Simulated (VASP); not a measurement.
# ZnO (P6_3mc) in VASP: a series of runs, part 2 of 2

VASP 6.6.1.

**4. Electric field gradients, LDA (equal xx and yy strain of +2 %)**

Input file INCAR:

```
PREC = Accurate
ENCUT = 520
EDIFF = 1E-8
ISMEAR = -1
SIGMA = 0.02
LREAL = F
LASPH = T
NELM = 100
ALGO = Normal
ISIF = 2
LWAVE = F
LCHARG = F
GGA = CA
LEFG = T
NBANDS = 26
```

Input file KPOINTS:

```
regular mesh
0
Gamma
  11 11 6
```

Input file POSCAR:

```
ZnO
1.0
    3.3143866984      0.0000000000      0.0000000000
   -1.6571933491      2.8703430787      0.0000000000
    0.0000000000      0.0000000000      5.2038000000
Zn O
2 2
Direct
    0.3333333333      0.6666666667      0.0000000000
    0.6666666667      0.3333333333      0.5000000000
    0.3333333333      0.6666666667      0.3821000000
    0.6666666667      0.3333333333      0.8821000000
```

Potentials or basis: VASP PAW LDA potentials, release 64 (Zn, O).

Launch:

```bash
> cat potpaw_LDA.64/Zn/POTCAR potpaw_LDA.64/O/POTCAR > POTCAR
> mpirun -np 1 vasp_std > vasp.out
```

OUTCAR:

```text
PREC = Accurate
   ENCUT = 520
   EDIFF = 1E-8
   ISMEAR = -1
   LREAL = F
   LASPH = T
   NELM = 100
   ISIF = 2
   GGA = CA

 ion  position               nearest neighbor table
   1  0.333  0.667  0.000-   3 1.99   4 2.01   4 2.01   4 2.01
   2  0.667  0.333  0.500-   4 1.99   3 2.01   3 2.01   3 2.01
   3  0.333  0.667  0.382-   1 1.99   2 2.01   2 2.01   2 2.01
   4  0.667  0.333  0.882-   2 1.99   1 2.01   1 2.01   1 2.01

  LATTYP: Found a hexagonal cell.
 ALAT       =     3.3143866984
 C/A-ratio  =     1.5700642301

  Lattice vectors:

 A1 = (   3.3143866984,   0.0000000000,   0.0000000000)
 A2 = (  -1.6571933491,   2.8703430787,   0.0000000000)
 A3 = (   0.0000000000,   0.0000000000,   5.2038000000)

Analysis of symmetry for initial positions (statically):
=====================================================================
 Subroutine PRICEL returns:
 Original cell was already a primitive cell.

 Routine SETGRP: Setting up the symmetry group for a
 hexagonal supercell.

 Subroutine GETGRP returns: Found 12 space group operations
 (whereof  6 operations were pure point group operations)
 out of a pool of 24 trial point group operations.

The static configuration has the point symmetry C_3v.
 The point group associated with its full space group is C_6v.

Analysis of symmetry for dynamics (positions and initial velocities):
=====================================================================
 Subroutine PRICEL returns:
 Original cell was already a primitive cell.

[... 862 lines left out ...]

 [... further k-points ...]

------------------------ aborting loop because EDIFF is reached ----------------------------------------

  FORCE on cell =-STRESS in cart. coord.  units (eV):
  Direction    XX          YY          ZZ          XY          YZ          ZX
  --------------------------------------------------------------------------------------
  -------------------------------------------------------------------------------------
  Total       -3.7962280     -3.7962280     -2.4172315     -0.0000000     -0.0000000      0.0000000
  in kB     -122.8585215   -122.8585215    -78.2296234     -0.0000000     -0.0000000      0.0000000
  external PRESSURE =    -107.9822221 kB  Pullay stress =       0.0000000 kB

 VOLUME and BASIS-vectors are now :
 -----------------------------------------------------------------------------
  energy-cutoff  :      520.00
  volume of cell :       49.51
      direct lattice vectors                 reciprocal lattice vectors
     3.314386698  0.000000000  0.000000000     0.301714945  0.174195205  0.000000000
    -1.657193349  2.870343079  0.000000000     0.000000000  0.348390409  0.000000000
     0.000000000  0.000000000  5.203800000     0.000000000  0.000000000  0.192167262

 POSITION                                       TOTAL-FORCE (eV/Angst)
 -----------------------------------------------------------------------------------
     -0.00000      1.91356      0.00000        -0.000000      0.000000     -0.082313
      1.65719      0.95678      2.60190         0.000000      0.000000     -0.082313
     -0.00000      1.91356      1.98837         0.000000     -0.000000      0.082313
      1.65719      0.95678      4.59027        -0.000000      0.000000      0.082313
 -----------------------------------------------------------------------------------
    total drift:                               -0.000000      0.000000      0.000175

  FREE ENERGIE OF THE ION-ELECTRON SYSTEM (eV)
  ---------------------------------------------------
  free  energy   TOTEN  =       -21.0117404729 eV

  energy  without entropy=      -21.0117404728  energy(sigma->0) =      -21.01174047

 Electric field gradients (V/A^2)
---------------------------------------------------------------------
 ion       V_xx      V_yy      V_zz      V_xy      V_xz      V_yz
---------------------------------------------------------------------
   1       0.848     0.853    -1.702     0.004     0.000    -0.000
   2       0.848     0.853    -1.702     0.004    -0.000     0.000
   3       2.859     2.860    -5.719     0.001     0.000    -0.000
   4       2.859     2.860    -5.719     0.001    -0.000     0.000
---------------------------------------------------------------------

 Electric field gradients after diagonalization (V/A^2)
 (convention: |V_zz| > |V_xx| > |V_yy|)
----------------------------------------------------------------------
 ion       V_xx      V_yy      V_zz     asymmetry (V_yy - V_xx)/ V_zz
----------------------------------------------------------------------
   1       0.856     0.846    -1.702       0.006
   2       0.856     0.846    -1.702       0.006
   3       2.861     2.858    -5.719       0.001
   4       2.861     2.858    -5.719       0.001
----------------------------------------------------------------------

           NMR quadrupolar parameters

 Cq : quadrupolar parameter    Cq=e*Q*V_zz/h
 eta: asymmetry parameters     (V_yy - V_xx)/ V_zz
 Q  : nuclear electric quadrupole moment in mb (millibarn)
----------------------------------------------------------------------
 ion       Cq(MHz)       eta       Q (mb)
----------------------------------------------------------------------
   1      -0.004       0.006       1.000
   2      -0.004       0.006       1.000
   3      -0.014       0.001       1.000
   4      -0.014       0.001       1.000
----------------------------------------------------------------------
```

Wall time 1.9 min (1 thread of Intel Xeon Platinum 8259CL at 2.50GHz (Skylake/Cascade Lake), shared host); peak memory 0.19 GiB.

What came out:

| Property | Result |
| --- | --- |
| Free energy | -21.0117 eV |
| Pressure | -10.8 GPa |
| Largest force | 0.082 eV/Å |
| Band gap on the k mesh | 0.70 eV, direct |

Forces in eV/Å, atoms in the order of the input:
```
Zn   0.000  0.000 -0.082
Zn   0.000  0.000 -0.082
O    0.000  0.000  0.082
O    0.000  0.000  0.082
```

Stress tensor (GPa, compression positive):
```
-12.29   0.00   0.00
  0.00 -12.29   0.00
  0.00   0.00  -7.82
```

Electric field gradients, principal values (V/Å²):
| atom | least | middle | greatest (by size) |
| --- | --- | --- | --- |
| 1 Zn | 0.846 | 0.856 | -1.702 |
| 2 Zn | 0.846 | 0.856 | -1.702 |
| 3 O | 2.858 | 2.861 | -5.719 |
| 4 O | 2.858 | 2.861 | -5.719 |

Caveat: the cell differs from its parent crystal (equal xx and yy strain of +2 %); without QUAD_EFG the Cq values of the log hold for a quadrupole moment of 1 mb, not for the nuclei.
